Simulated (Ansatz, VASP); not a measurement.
# Sn3PbO4 in VASP and in Ansatz

```
Sn Pb O
1.0
     3.86159    0.00000    0.00000
     0.00000    3.86159    0.00000
     0.00000    0.00000   10.15685
Sn Pb O
3 1 4
Cartesian
  1.9308 1.9308 6.2260
  0.0000 0.0000 3.9308
  0.0000 0.0000 9.0093
  1.9308 1.9308 1.1476
  1.9308 0.0000 0.0000
  1.9308 0.0000 5.0784
  0.0000 1.9308 0.0000
  0.0000 1.9308 5.0784
```

Alike in both runs: task relaxation of cell and atoms; functional PBE; k mesh 4 × 4 × 2; occupations gaussian, width 0.1 eV; no spin polarisation.

|  | VASP | Ansatz |
| --- | --- | --- |
| version | VASP 6.6.1 | Ansatz 0.2.0 |
| potentials or method | VASP PAW PBE potentials, release 64 (Sn_d, Pb_d, O), cutoff 600 eV | scalar-relativistic, plane waves, PAW |
| valence electrons in the cell | 80 | 80 |

VASP gave:

* gap on the k mesh at the Fermi level, each at its own relaxed structure (eV): 0.86
* relaxed volume (Å³/atom): 20.00
* relaxed length of the cell vector where the two differ most in proportion (Å): 10.497

Task: What did Ansatz give for the same quantities?

Result: gap on the k mesh at the Fermi level, each at its own relaxed structure (eV): 0.79; relaxed volume (Å³/atom): 19.73; relaxed length of the cell vector where the two differ most in proportion (Å): 10.349.

Spin-orbit coupling is off throughout.
